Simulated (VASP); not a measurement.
# TaW4: single point with PBE

Crystal: TaW4.

```
Ta W
1.0
    -2.26646   -3.92563    0.00000
     2.26646    1.30854    4.62674
    -6.79938    3.92563    0.00000
Ta W
2 8
Direct
  0.75000 0.50000 0.25000
  0.25000 0.50000 0.75000
  0.35168 0.70336 0.45056
  0.85168 0.70336 0.95056
  0.14832 0.29664 0.04944
  0.64832 0.29664 0.54944
  0.44742 0.89483 0.14914
  0.94742 0.89483 0.64914
  0.05258 0.10517 0.35086
  0.55258 0.10517 0.85086
```

| Quantity | Value |
| --- | --- |
| Program | VASP 6.6.1 |
| Task | single point |
| Functional | PBE |
| Potentials or basis | VASP PAW PBE potentials, release 64 (Ta_pv, W_sv) |
| Cutoff | 520 eV |
| k mesh | 6 × 6 × 4 |
| Occupations | gaussian, width 0.2 eV |
| Spin | no spin polarisation |

```
Pressure               : 0.4 GPa
Largest force          : 0.019 eV/Å
Band gap on the k mesh : zero (bands 67 and 68 overlap by 1.96 eV)
```

Forces on the atoms (eV/Å):
```
Ta   0.000  0.000  0.000
Ta   0.000  0.000  0.000
W    0.016 -0.009 -0.006
W    0.016 -0.009 -0.006
W   -0.016  0.009  0.006
W   -0.016  0.009  0.006
W   -0.009  0.005  0.007
W   -0.009  0.005  0.007
W    0.009 -0.005 -0.007
W    0.009 -0.005 -0.007
```

Stress tensor (GPa, compression positive):
```
 0.29  0.19  0.12
 0.19  0.51 -0.07
 0.12 -0.07  0.50
```

Levels at points of the mesh, in eV from the Fermi level:
```tsv
k point	band 64	band 65	band 66	band 67	band 68	band 69	band 70	band 71
(0.00, 0.00, 0.00)	-1.46	-0.97	-0.66	-0.66	-0.51	0.49	0.65	0.97
(0.50, 0.00, 0.00)	-1.23	-0.98	-0.98	-0.75	-0.75	1.12	1.12	1.40
(0.00, 0.50, 0.00)	-1.66	-0.77	-0.27	0.86	1.06	1.20	2.24	2.26
(0.00, 0.00, 0.50)	-0.85	-0.53	-0.53	-0.15	-0.15	0.19	0.19	0.62
(0.50, 0.00, 0.50)	-0.97	-0.76	-0.26	0.49	0.64	0.86	0.97	1.06
(0.00, 0.50, 0.50)	-1.29	-0.41	-0.41	1.21	1.21	1.92	1.92	2.04
```

Wall time 26 min on 1 thread of Intel Xeon 8259CL, on a shared host, peak memory 0.57 GiB.

Caveat: spin-orbit coupling is left out, which moves the levels of the heavy elements.
